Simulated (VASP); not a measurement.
# Cd (P6/mmm) in VASP: further runs

Cd is run at these levels: PBE; tasks: single point.

Program: VASP 6.6.1. These are calculated values, not measurements. Logs are shortened: lines on timing, memory, paths and dates and some standing lists are left out, and cuts for length are marked.

**1. The cell of the first run**

Symmetry: P6/mmm, No. 191, hexagonal system. Conventional cell: a = 2.604 Å, b = 2.604 Å, c = 2.580 Å, α = 90.00°, β = 90.00°, γ = 120.00°. Within 3.4 Å of Cd (site symmetry 6/mmm) lie 8 Cd at 2.58 to 2.60 Å.

**2. Single point, PBE**

INCAR

```
SYSTEM = Cd
ALGO     = Normal         ! electronic algorithm
EDIFF    = 1E-6           ! SCF threshold, eV
ENCUT    = 520            ! plane-wave cutoff, eV
GGA      = PE             ! functional
ISIF     = 2              ! what is computed and relaxed
ISMEAR   = -1             ! smearing method
LASPH    = .True.         ! aspherical terms in the spheres
LCHARG   = .False.        ! write CHGCAR
LREAL    = .False.        ! projectors in reciprocal space
LWAVE    = .False.        ! write WAVECAR
NBANDS   = 12             ! bands
NELM     = 100            ! most SCF steps
PREC     = Accurate       ! precision mode
SIGMA    = 0.1            ! smearing width, eV
```

KPOINTS

```
k-points
0
Gamma
  14 14 13
  0 0 0
```

POSCAR

```
Cd
1.0
    2.6039156063      0.0000000000      0.0000000000
   -1.3019578032      2.2550570644      0.0000000000
    0.0000000000      0.0000000000      2.5801128106
Cd
1
Direct
    0.0000000000      0.0000000000      0.0000000000
```

Potentials or basis: VASP PAW PBE potentials, release 64 (Cd).

On the command line:

```sh
> cat potpaw_PBE.64/Cd/POTCAR > POTCAR
> mpirun -np 1 vasp_std > vasp.out
```

OUTCAR:

```text
SYSTEM = Cd
   EDIFF = 1E-6
   ENCUT = 520
   GGA = PE
   ISIF = 2
   ISMEAR = -1
   LASPH = .True.
   LREAL = .False.
   NELM = 100
   PREC = Accurate

 ion  position               nearest neighbor table
   1  0.000  0.000  0.000-

  LATTYP: Found a hexagonal cell.
 ALAT       =     2.6039156063
 C/A-ratio  =     0.9908588452

  Lattice vectors:

 A1 = (   2.6039156063,   0.0000000000,   0.0000000000)
 A2 = (  -1.3019578032,   2.2550570644,   0.0000000000)
 A3 = (   0.0000000000,   0.0000000000,   2.5801128106)

Analysis of symmetry for initial positions (statically):
=====================================================================
 Subroutine PRICEL returns:
 Original cell was already a primitive cell.

 Routine SETGRP: Setting up the symmetry group for a
 hexagonal supercell.

 Subroutine GETGRP returns: Found 24 space group operations
 (whereof 24 operations were pure point group operations)
 out of a pool of 24 trial point group operations.

The static configuration has the point symmetry D_6h.

Analysis of symmetry for dynamics (positions and initial velocities):
=====================================================================
 Subroutine PRICEL returns:
 Original cell was already a primitive cell.

 Routine SETGRP: Setting up the symmetry group for a
 hexagonal supercell.

 Subroutine GETGRP returns: Found 24 space group operations
 (whereof 24 operations were pure point group operations)
 out of a pool of 24 trial point group operations.

The dynamic configuration has the point symmetry D_6h.

 Subroutine INISYM returns: Found 24 space group operations
 (whereof 24 operations are pure point group operations),
 and found     1 'primitive' translations

----------------------------------------------------------------------------------------

                                     Primitive cell

  volume of cell :      15.1504

  direct lattice vectors                    reciprocal lattice vectors
     2.603915606  0.000000000  0.000000000     0.384037024  0.221723879  0.000000000
    -1.301957803  2.255057064  0.000000000     0.000000000  0.443447758  0.000000000
     0.000000000  0.000000000  2.580112811     0.000000000  0.000000000  0.387579952

  length of vectors
     2.603915606  2.603915606  2.580112811     0.443447758  0.443447758  0.387579952

  position of ions in fractional coordinates (direct lattice)
     0.000000000  0.000000000  0.000000000

  ion indices of the primitive-cell ions
   primitive index   ion index
                 1           1

----------------------------------------------------------------------------------------

 KPOINTS: k-points

Automatic generation of k-mesh.
 Grid dimensions read from file:
 generate k-points for:   14   14   13

 Generating k-lattice:

  Cartesian coordinates                     Fractional coordinates (reciprocal lattice)
     0.027431216  0.015837420  0.000000000     0.071428571  0.000000000  0.000000000
     0.000000000  0.031674840  0.000000000     0.000000000  0.071428571  0.000000000
     0.000000000  0.000000000  0.029813842     0.000000000  0.000000000  0.076923077

  Length of vectors
     0.031674840  0.031674840  0.029813842

  Shift w.r.t. Gamma in fractional coordinates (k-lattice)
     0.000000000  0.000000000  0.000000000

 Subroutine IBZKPT returns following result:
 ===========================================

 Found    168 irreducible k-points:

 Following reciprocal coordinates:
            Coordinates               Weight
  0.000000  0.000000  0.000000      1.000000
  0.071429  0.000000  0.000000      6.000000
  0.142857  0.000000  0.000000      6.000000
  0.214286  0.000000  0.000000      6.000000
  0.285714  0.000000  0.000000      6.000000
  0.357143  0.000000  0.000000      6.000000
[... 16 lines left out ...]
  0.285714  0.285714  0.000000      6.000000
  0.357143  0.285714  0.000000      6.000000
 [... further k-points ...]
   k-points           NKPTS =    168   k-points in BZ     NKDIM =    168   number of bands    NBANDS=     12
   number of dos      NEDOS =    301   number of ions     NIONS =      1
   total plane-waves  NPLWV =   8000
   dimension x,y,z NGX =    20 NGY =   20 NGZ =   20
   dimension x,y,z NGXF=    40 NGYF=   40 NGZF=   40
   ions per type =               1
   NGX,Y,Z   is equivalent  to a cutoff of  12.77, 12.77, 12.89 a.u.
   NGXF,Y,Z  is equivalent  to a cutoff of  25.54, 25.54, 25.77 a.u.
 SYSTEM =  Cd
   PREC   = accura    normal or accurate (medium, high low for compatibility)
   ISTART =      0    job   : 0-new  1-cont  2-samecut
   ICHARG =      2    charge: 1-file 2-atom 10-const
   ISPIN  =      1    spin polarized calculation?
   LNONCOLLINEAR =      F non collinear calculations
   LSORBIT =      F    spin-orbit coupling
   LASPH  =      T    aspherical Exc in radial PAW
   ENCUT  =  520.0 eV  38.22 Ry    6.18 a.u.   4.84  4.84  4.80*2*pi/ulx,y,z
   NELM   =    100;   NELMIN=  2; NELMDL= -5     # of ELM steps
   EDIFF  = 0.1E-05   stopping-criterion for ELM
   LREAL  =      F    real-space projection
   EDIFFG = 0.1E-04   stopping-criterion for IOM
   NSW    =      0    number of steps for IOM
   IBRION =     -1    ionic relax: 0-MD 1-quasi-New 2-CG
   NFREE  =      0    steps in history (QN), initial steepest desc. (CG)
   ISIF   =      2    stress and relaxation
   ISYM   =      2    0-nonsym 1-usesym 2-fastsym
   POTIM  = 0.5000    time-step for ionic-motion
   TEBEG  =    0.0;   TEEND  =   0.0 temperature during run
   PSTRESS=    0.0 pullay stress
   NELECT =      12.0000    total number of electrons
   NUPDOWN=      -1.0000    fix difference up-down
   EMIN   =  10.00;   EMAX   =-10.00  energy-range for DOS
   EFERMI =   0.00;   METHOD = LEGACY
   ISMEAR =    -1;   SIGMA  =   0.10  broadening in eV -4-tet -1-fermi 0-gaus
   EFERMI_NEDOS =   21; number of points for ismear=-14 and -15
   IALGO  =     38    algorithm
   IMIX   =      4    mixing-type and parameters
     AMIX     =   0.40;   BMIX     =  1.00
     AMIX_MAG =   1.60;   BMIX_MAG =  1.00
  volume/ion in A,a.u.               =      15.15       102.24
  Fermi-wavevector in a.u.,A,eV,Ry     =   1.514703  2.862374 31.216196  2.294326
  Thomas-Fermi vector in A             =   2.624325
   LORBIT       =      0    0 simple, 1 ext, 2 COOP (PROOUT), +10 PAW based schemes
   GGA     = PE    functional components
   LHFCALC =     F    Hartree Fock is set to
   AEXX    =    0.0000 exact exchange contribution
   IVDW    =     0    specifies the selected vdW correction
   LEPSILON=     F    determine dielectric tensor
   LRPA    =     F    only Hartree local field effects (RPA)
 non-spin polarized calculation
  energy-cutoff  :      520.00
  volume of cell :       15.15
 maximum number of plane-waves:       422
 NGX is ok and might be reduce to    20
   NGX =  9   NGY =  9   NGZ =  9

 number of electron      12.0000000 magnetization

 Free energy of the ion-electron system (eV)
  ---------------------------------------------------
  ext. energy  EPLUGINS =         0.00000000
  ---------------------------------------------------
  free energy    TOTEN  =         0.70932910 eV

  energy without entropy =        0.71961166  energy(sigma->0) =        0.71447038

 E-fermi :   6.4439     XC(G=0): -13.0076

 val. band max:        6.4419446769   @ k =   0.2857   0.0714   0.4615
 cond. band min:       6.4445898510   @ k =   0.5000   0.0000   0.2308
 fundamental gap:      0.0026451741
 Fermi energy:         6.4438965243

 k-point     1 :       0.0000    0.0000    0.0000
  band No.  band energies     occupation
      1      -6.3742      2.00000
      2      -5.7574      2.00000
      3      -4.6257      2.00000
      4      -4.6257      2.00000
      5      -2.7166      2.00000
      6      -2.7166      2.00000
      7      17.4952      0.00000
      8      21.9839      0.00000
      9      23.6372      0.00000
     10      25.5621      0.00000
     11      25.5621      0.00000
     12      29.0696      0.00000

 k-point     2 :       0.0714    0.0000    0.0000
  band No.  band energies     occupation
      1      -6.2764      2.00000
      2      -5.6309      2.00000
      3      -4.6785      2.00000
      4      -4.5268      2.00000
      5      -2.7890      2.00000
      6      -2.7306      2.00000
      7      17.7618      0.00000
      8      21.5440      0.00000
      9      23.5779      0.00000
     10      24.1544      0.00000
     11      24.5048      0.00000
     12      30.2613      0.00000

 k-point     3 :       0.1429    0.0000    0.0000
  band No.  band energies     occupation
      1      -6.0845      2.00000
      2      -5.3062      2.00000
      3      -4.6721      2.00000
      4      -4.2433      2.00000
      5      -2.9866      2.00000
      6      -2.7697      2.00000
      7      18.5356      0.00000
      8      19.3187      0.00000
      9      22.7239      0.00000
     10      23.1528      0.00000
     11      23.6707      0.00000
     12      31.9444      0.00000
[... 286 lines left out ...]
 k-point    23 :       0.2857    0.2857    0.0000
  band No.  band energies     occupation
      1      -5.2521      2.00000
      2      -5.0139      2.00000
      3      -4.0893      2.00000
      4      -3.7562      2.00000
      5      -3.4113      2.00000
      6       4.0493      2.00000
      7       8.7134      0.00000
      8       9.0004      0.00000
      9      25.0292      0.00000
     10      27.4857      0.00000
     11      28.2888      0.00000
     12      30.8765      0.00000

 k-point    24 :       0.3571    0.2857    0.0000
  band No.  band energies     occupation
      1      -5.2257      2.00000
      2      -4.8459      2.00000
      3      -4.2297      2.00000
      4      -3.7087      2.00000
      5      -3.5065      2.00000
      6       5.8868      1.99242
      7       6.8173      0.04668
      8       8.6307      0.00000
      9      25.6869      0.00000
     10      27.3507      0.00000
     11      29.2324      0.00000
     12      29.9550      0.00000

 [... further k-points ...]
[... 5 lines left out ...]
  --------------------------------------------------------------------------------------
  -------------------------------------------------------------------------------------
  Total        7.1825469      7.1825469      7.1344438     -0.0000000      0.0000000      0.0000000
  in kB      759.5667021    759.5667022    754.4797174     -0.0000000      0.0000000      0.0000000
  external PRESSURE =     757.8710406 kB  Pullay stress =       0.0000000 kB

 VOLUME and BASIS-vectors are now :
 -----------------------------------------------------------------------------
  energy-cutoff  :      520.00
  volume of cell :       15.15
      direct lattice vectors                 reciprocal lattice vectors
     2.603915606  0.000000000  0.000000000     0.384037024  0.221723879  0.000000000
    -1.301957803  2.255057064  0.000000000     0.000000000  0.443447758  0.000000000
     0.000000000  0.000000000  2.580112811     0.000000000  0.000000000  0.387579952

 POSITION                                       TOTAL-FORCE (eV/Angst)
 -----------------------------------------------------------------------------------
      0.00000      0.00000      0.00000         0.000000      0.000000      0.000000
 -----------------------------------------------------------------------------------
    total drift:                               -0.000000      0.000000      0.000000

  FREE ENERGIE OF THE ION-ELECTRON SYSTEM (eV)
  ---------------------------------------------------
  free  energy   TOTEN  =         0.7093291002 eV

  energy  without entropy=        0.7196116620  energy(sigma->0) =        0.71447038
```

It took 9 s on 1 thread of Intel Xeon 6975P-C (Granite Rapids), shared host; peak memory 0.14 GiB.

Results:

* Free energy: 0.7093 eV
* Pressure: 75.8 GPa
* Band gap on the k mesh: zero (band 6 reaches 10.04 eV, above the bottom of band 7 at 3.68 eV)

(Part 1 of 2 ends here.)
